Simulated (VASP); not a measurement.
# Zn17S18 (a cell with a defect) in VASP: single point with PBE

Aim: the single point of Zn17S18 (a cell with a defect) with PBE.

All numbers are computed with VASP 6.6.1; they aren't measurements. Logs are shortened: lines on timing, memory, paths and dates and some standing lists are left out, and cuts for length are marked.

### Step 1. The cell of the first run

The cell holds a defect, 35 atoms: a = 9.169 Å, b = 9.169 Å, c = 9.169 Å, α = 77.93°, β = 77.93°, γ = 77.93°.

### Step 2. Single point, PBE (atoms taken out, then relaxed in part)

The input, INCAR:

```
SYSTEM = Zn17S18
PREC = Accurate
ENCUT = 520
EDIFF = 1E-7
ISMEAR = 0
SIGMA = 0.01
LREAL = Auto
LASPH = .True.
NELM = 80
ALGO = Fast
ISIF = 2
LWAVE = .False.
LCHARG = .False.
GGA = PE
NBANDS = 179
```

The input, KPOINTS:

```
Automatic mesh
0
Gamma
  2 2 2
  0.5 0.5 0.5
```

The input, POSCAR:

```
Zn17S18
1.0
    5.7661004035     -3.3290596202      6.3046430491
    0.0000000001      6.6581192404      6.3046430491
   -5.7661004036     -3.3290596201      6.3046430491
Zn S
17 18
Direct
    0.8933462347      0.5521777944      0.5545491960
    0.5516465299      0.2208425334      0.2275990130
    0.8933523093      0.2208198033      0.8859135571
    0.2203342218      0.5521848519      0.2276062705
    0.5516481832      0.8938531369      0.5545737273
    0.8886318892      0.8891627708      0.2228956182
    0.5558154496      0.5563310966      0.8900727414
    0.2203489515      0.8938367707      0.8859218569
    0.6007234108      0.2828141649      0.6165256437
    0.2823010150      0.6012456420      0.6165281350
    0.9463286990      0.2813675438      0.2806386282
    0.2822630258      0.2827740933      0.9350443331
    0.6099884134      0.6105540619      0.2796340142
    0.9463937731      0.9469071732      0.6150863424
    0.2808427611      0.9468499975      0.2806533461
    0.9453672532      0.6105350728      0.9442831243
    0.6099935263      0.9459014453      0.9442981903
    0.3407842442      0.3412897958      0.6751118810
    0.0150051738      0.6801440535      0.6802370904
    0.6795764382      0.3465284425      0.3492663858
    0.0150061778      0.3464932159      0.0138836318
    0.3459977366      0.6801173023      0.3492771362
    0.6796300260      0.0155311694      0.6802492722
    0.0131277868      0.0136973104      0.3474009973
    0.6808995552      0.6814200562      0.0151270673
    0.3459645664      0.0155216714      0.0139095959
    0.7366167763      0.4034324379      0.7371581468
    0.4029311498      0.7371083742      0.7371587808
    0.0689537278      0.4015690392      0.4032179308
    0.4029132393      0.4034222011      0.0708403112
    0.7355478291      0.7360785741      0.4039883812
    0.0690318637      0.0695001261      0.7352804147
    0.4010154109      0.0695110736      0.4032626740
    0.0697028922      0.7360692953      0.0698140610
    0.7355523883      0.0702522574      0.0698108943
```

Potentials or basis: VASP PAW PBE potentials, release 64 (Zn, S).

On the command line:

```console
> cat potpaw_PBE.64/Zn/POTCAR potpaw_PBE.64/S/POTCAR > POTCAR
> mpirun -np 1 vasp_std > vasp.out
```

OUTCAR:

```text
SYSTEM = Zn17S18
   PREC = Accurate
   ENCUT = 520
   EDIFF = 1E-7
   ISMEAR = 0
   LREAL = Auto
   LASPH = .True.
   NELM = 80
   ISIF = 2
   GGA = PE

 ion  position               nearest neighbor table
   1  0.893  0.552  0.555-  29 2.32  27 2.36  19 2.37  31 2.38
   2  0.552  0.221  0.228-  33 2.32  30 2.36  20 2.37  35 2.38
   3  0.893  0.221  0.886-  32 2.32  27 2.36  21 2.37  35 2.38
   4  0.220  0.552  0.228-  29 2.32  30 2.36  22 2.37  34 2.38
   5  0.552  0.894  0.555-  33 2.32  28 2.36  23 2.37  31 2.38
   6  0.889  0.889  0.223-  24 2.36  34 2.36  35 2.36  31 2.36
[... 9 lines left out ...]
  16  0.945  0.611  0.944-  21 2.36  19 2.36  25 2.36  34 2.37
  17  0.610  0.946  0.944-  26 2.36  23 2.36  25 2.36  35 2.37
[... 4 lines left out ...]
  22  0.346  0.680  0.349-  13 2.36   4 2.37  15 2.37  10 2.39
  23  0.680  0.016  0.680-  17 2.36   5 2.37  14 2.37   9 2.39
  24  0.013  0.014  0.347-   6 2.36  11 2.38  14 2.38  15 2.38
  25  0.681  0.681  0.015-  16 2.36  17 2.36  13 2.36   7 2.37
  26  0.346  0.016  0.014-  17 2.36   8 2.37  15 2.37  12 2.39
  27  0.737  0.403  0.737-   7 2.36   1 2.36   3 2.36   9 2.38
  28  0.403  0.737  0.737-   7 2.36   5 2.36   8 2.36  10 2.38
  29  0.069  0.402  0.403-  11 2.30   1 2.32   4 2.32
  30  0.403  0.403  0.071-   7 2.36   2 2.36   4 2.36  12 2.38
  31  0.736  0.736  0.404-   6 2.36  13 2.37   5 2.38   1 2.38
  32  0.069  0.070  0.735-  14 2.30   8 2.32   3 2.32
  33  0.401  0.070  0.403-  15 2.30   5 2.32   2 2.32
  34  0.070  0.736  0.070-   6 2.36  16 2.37   8 2.38   4 2.38
  35  0.736  0.070  0.070-   6 2.36  17 2.37   3 2.38   2 2.38

  LATTYP: Found a trigonal (rhomboedric) cell.
 ALAT       =     9.1694643134
 COS(alpha) =     0.2091275136

  Lattice vectors:

 A1 = (   5.7661004035,  -3.3290596202,   6.3046430491)
 A2 = (   0.0000000001,   6.6581192404,   6.3046430491)
 A3 = (  -5.7661004036,  -3.3290596201,   6.3046430491)

Analysis of symmetry for initial positions (statically):
=====================================================================
 Subroutine PRICEL returns:
 Original cell was already a primitive cell.

 Routine SETGRP: Setting up the symmetry group for a
 trigonal (rhombohedral) supercell.

 Subroutine GETGRP returns: Found  1 space group operations
 (whereof  1 operations were pure point group operations)
 out of a pool of 12 trial point group operations.

The static configuration has the point symmetry C_1 .

Analysis of symmetry for dynamics (positions and initial velocities):
=====================================================================
[... 162 lines left out ...]
   ISYM   =      2    0-nonsym 1-usesym 2-fastsym
   POTIM  = 0.5000    time-step for ionic-motion
   TEBEG  =    0.0;   TEEND  =   0.0 temperature during run
   PSTRESS=    0.0 pullay stress
   NELECT =     312.0000    total number of electrons
   NUPDOWN=      -1.0000    fix difference up-down
   EMIN   =  10.00;   EMAX   =-10.00  energy-range for DOS
   EFERMI =   0.00;   METHOD = LEGACY
   ISMEAR =     0;   SIGMA  =   0.01  broadening in eV -4-tet -1-fermi 0-gaus
   EFERMI_NEDOS =   21; number of points for ismear=-14 and -15
   IALGO  =     68    algorithm
   IMIX   =      4    mixing-type and parameters
     AMIX     =   0.40;   BMIX     =  1.00
     AMIX_MAG =   1.60;   BMIX_MAG =  1.00
  volume/ion in A,a.u.               =      20.75       140.01
  Fermi-wavevector in a.u.,A,eV,Ry     =   1.235344  2.334461 20.763503  1.526074
  Thomas-Fermi vector in A             =   2.369997
   LORBIT       =      0    0 simple, 1 ext, 2 COOP (PROOUT), +10 PAW based schemes
   GGA     = PE    functional components
   LHFCALC =     F    Hartree Fock is set to
   AEXX    =    0.0000 exact exchange contribution
   IVDW    =     0    specifies the selected vdW correction
   LEPSILON=     F    determine dielectric tensor
   LRPA    =     F    only Hartree local field effects (RPA)
 non-spin polarized calculation
 RMM-DIIS sequential band-by-band and
 Gauss-broadening in eV      SIGMA  =   0.01
  energy-cutoff  :      520.00
  volume of cell :      726.13
 maximum number of plane-waves:     19556
 NGX is ok and might be reduce to    70
   NGX = 35   NGY = 35   NGZ = 35

 number of electron     312.0000001 magnetization

 Free energy of the ion-electron system (eV)
  ---------------------------------------------------
  ext. energy  EPLUGINS =         0.00000000
  ---------------------------------------------------
  free energy    TOTEN  =      -118.04555687 eV

  energy without entropy =     -118.04170031  energy(sigma->0) =     -118.04362859

 E-fermi :   1.6059     XC(G=0):  -9.3893

 val. band max:        1.5667906505   @ k =   0.2500  -0.2500   0.2500
 cond. band min:       1.6088896648   @ k =   0.2500   0.2500  -0.2500
 fundamental gap:      0.0420990142
 Fermi energy:         1.6058506964

 k-point     1 :       0.2500    0.2500    0.2500
  band No.  band energies     occupation
      1     -11.1539      2.00000
      2     -10.6997      2.00000
      3     -10.6995      2.00000
      4     -10.6716      2.00000
      5     -10.5760      2.00000
      6     -10.4946      2.00000
[... 673 lines left out ...]
    167       6.2305      0.00000
    168       6.2505      0.00000
 [bands above 168 left out]

------------------------ aborting loop because EDIFF is reached ----------------------------------------

  FORCE on cell =-STRESS in cart. coord.  units (eV):
  Direction    XX          YY          ZZ          XY          YZ          ZX
  --------------------------------------------------------------------------------------
  -------------------------------------------------------------------------------------
  Total       -4.1751694     -4.1718074     -0.1423291     -0.0036532      0.0024018      0.0055147
  in kB       -9.2123230     -9.2049049     -0.3140428     -0.0080607      0.0052995      0.0121679
  external PRESSURE =      -6.2437569 kB  Pullay stress =       0.0000000 kB

 VOLUME and BASIS-vectors are now :
 -----------------------------------------------------------------------------
  energy-cutoff  :      520.00
  volume of cell :      726.13
      direct lattice vectors                 reciprocal lattice vectors
     5.766100404 -3.329059620  6.304643049     0.086713717 -0.050064188  0.052871087
     0.000000000  6.658119240  6.304643049     0.000000000  0.100128376  0.052871087
    -5.766100404 -3.329059620  6.304643049    -0.086713717 -0.050064188  0.052871087

 POSITION                                       TOTAL-FORCE (eV/Angst)
 -----------------------------------------------------------------------------------
      1.95354     -1.14366     12.60975         0.005055      0.005160      0.007713
      1.86849     -1.12376      6.30520         0.000472     -0.008461      0.005631
      0.04289     -4.45304     12.60983        -0.000992     -0.006582      0.005770
     -0.04193      2.18529      6.30543        -0.006300      0.005209      0.004315
     -0.01687      2.26870     12.60976         0.008127      0.002940      0.008221
      3.83870      2.21981     12.61364        -0.000781     -0.000303      0.001346
[... 27 lines left out ...]
     -0.00064      4.43638      5.52026         0.003380     -0.000556      0.002213
      3.83873     -2.21335      5.52044         0.001105      0.002033      0.002110
 -----------------------------------------------------------------------------------
    total drift:                               -0.001908     -0.000996      0.006227

  FREE ENERGIE OF THE ION-ELECTRON SYSTEM (eV)
  ---------------------------------------------------
  free  energy   TOTEN  =      -118.0455568672 eV

  energy  without entropy=     -118.0417003101  energy(sigma->0) =     -118.04362859
```

OSZICAR:

```text
N       E                     dE             d eps       ncg     rms          rms(c)
DAV:   1     0.312599424915E+04    0.31260E+04   -0.13561E+05  1432   0.205E+03
DAV:   2     0.497866462487E+03   -0.26281E+04   -0.25592E+04  1432   0.523E+02
DAV:   3    -0.716320604658E+02   -0.56950E+03   -0.55136E+03  1529   0.203E+02
[... 14 lines left out ...]
RMM:  18    -0.118045558035E+03    0.11874E-05   -0.30370E-05  1610   0.106E-02    0.196E-02
RMM:  19    -0.118045556808E+03    0.12271E-05   -0.92527E-06  1609   0.695E-03    0.108E-02
RMM:  20    -0.118045557182E+03   -0.37377E-06   -0.29378E-06  1534   0.367E-03    0.404E-03
RMM:  21    -0.118045556845E+03    0.33664E-06   -0.13678E-06  1309   0.225E-03    0.147E-03
RMM:  22    -0.118045556867E+03   -0.22257E-07   -0.34780E-07  1169   0.123E-03
   1 F= -.11804556E+03 E0= -.11804363E+03  d E =-.385656E-02
```

stdout:

```text
POSCAR found type information on POSCAR ZnS
 POSCAR found :  2 types and      35 ions
 scaLAPACK will be used
 LDA part: xc-table for (Slater+PW92), standard interpolation
 POSCAR, INCAR and KPOINTS ok, starting setup
 FFT: planning ... GRIDC
 FFT: planning ... GRID_SOFT
 FFT: planning ... GRID
 WAVECAR not read
 entering main loop
```

Run time: 44 min. Hardware: 1 thread of Oxide Virtual Turin-like, shared host; peak memory 0.87 GiB.

What came out:

```
Free energy            : -118.0456 eV
Pressure               : -0.6 GPa
Largest force          : 0.023 eV/Å
Band gap on the k mesh : zero (bands 156 and 157 overlap by 0.07 eV)
```

Forces on the atoms (eV/Å):
```
Zn   0.005  0.005  0.008
Zn   0.000 -0.008  0.006
Zn  -0.001 -0.007  0.006
Zn  -0.006  0.005  0.004
Zn   0.008  0.003  0.008
Zn  -0.001  0.000  0.001
Zn   0.001  0.000  0.019
Zn  -0.008  0.002  0.005
Zn   0.004 -0.002  0.011
Zn  -0.001  0.003  0.010
Zn   0.000  0.000 -0.007
Zn  -0.003 -0.001  0.011
Zn   0.001 -0.001 -0.001
Zn  -0.001  0.000 -0.007
Zn  -0.002  0.002 -0.005
Zn   0.003 -0.001 -0.003
Zn   0.002  0.002 -0.003
S    0.001  0.002  0.001
S   -0.009  0.003 -0.005
S    0.007  0.005 -0.005
S   -0.009  0.006 -0.005
S    0.008  0.005 -0.005
S   -0.002 -0.010 -0.006
S    0.001 -0.003  0.010
S   -0.001  0.000 -0.012
S    0.001 -0.009 -0.005
S   -0.007  0.003 -0.022
S   -0.002 -0.007 -0.021
S    0.000 -0.020  0.008
S    0.006  0.004 -0.018
S   -0.001  0.000  0.000
S    0.014  0.008  0.010
S   -0.016  0.010  0.007
S    0.003 -0.001  0.002
S    0.001  0.002  0.002
```

Levels at points of the mesh, in eV from the Fermi level:
```
           k point  band 153  band 154  band 155  band 156  band 157  band 158  band 159  band 160
(0.25, 0.25, 0.25)     -0.33     -0.31     -0.31      0.07      0.07      3.17      3.42      3.85
```

Caveat: the cell differs from its parent crystal (atoms taken out, then relaxed in part).
